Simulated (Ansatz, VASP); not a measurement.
## W: VASP beside Ansatz

The input INCAR:

```
  ALGO = Fast
  EDIFF = 1E-6
  EDIFFG = -0.04
  ENCUT = 600
  GGA = PE
  IBRION = 2
  ISIF = 3
  ISMEAR = 0
  LASPH = True
  LCHARG = False
  LREAL = False
  LWAVE = False
  NELM = 100
  NSW = 90
  PREC = Accurate
  SIGMA = 0.1
```

Contents of KPOINTS:

```
k-points
0
Gamma
  6 6 6
```

File POSCAR:

```
W
1.0
    3.4485545457     -1.9312752507      0.0000000000
    3.4485545457      1.9312752507      0.0000000000
   -0.1062478308      0.0000000000      3.2231495079
W
3
Direct
    0.6760000000      0.6760000000      0.6750000000
    0.3240000000      0.3240000000      0.3250000000
    0.0000000000      0.0000000000      0.0000000000
```

Input for Ansatz:

```yaml
crystal:
  lattice:
    - [3.4485545457, -1.9312752507, 0.0]
    - [3.4485545457, 1.9312752507, 0.0]
    - [-0.1062478308, 0.0, 3.2231495079]
  atoms:
    - { symbol: W, position: [0.676, 0.676, 0.675] }
    - { symbol: W, position: [0.324, 0.324, 0.325] }
    - { symbol: W, position: [0.0, 0.0, 0.0] }
basis:
  ecutwfc: 420
kpoints:
  mp_grid: { grid: [6, 6, 6] }
hamiltonian:
  xc: pbe
scf:
  occupations: { method: gaussian, width: 0.1 }
  lower_state_search: "off"
output:
  forces: true
  stress: true
  eigenvalues: true
relax:
  adjacent_minimum: "off"
  f_tol: 0.04
  max_steps: 70
  cell: { stress_tol: 0.4 }
```

Alike in both runs: task relaxation of cell and atoms; functional PBE; k mesh 6 × 6 × 6; occupations gaussian, width 0.1 eV; no spin polarisation.

|  | VASP | Ansatz |
| --- | --- | --- |
| version | VASP 6.6.1 | Ansatz 0.2.0 |
| potentials or method | VASP PAW PBE potentials, release 64 (W_sv), cutoff 600 eV | scalar-relativistic, plane waves, PAW |
| valence electrons in the cell | 42 | 42 |

Ansatz gave:

* gap on the k mesh at the Fermi level, each at its own relaxed structure (eV): none
* relaxed volume (Å³/atom): 16.13
* relaxed cell length with the largest relative difference (Å): 2.743

Task: Estimate VASP's values.

Result: gap on the k mesh at the Fermi level, each at its own relaxed structure (eV): none; relaxed volume (Å³/atom): 16.15; relaxed cell length with the largest relative difference (Å): 2.745.

A gap of «none» marks a metal or a gap that the smearing closes.

Neither program's run includes spin-orbit coupling.
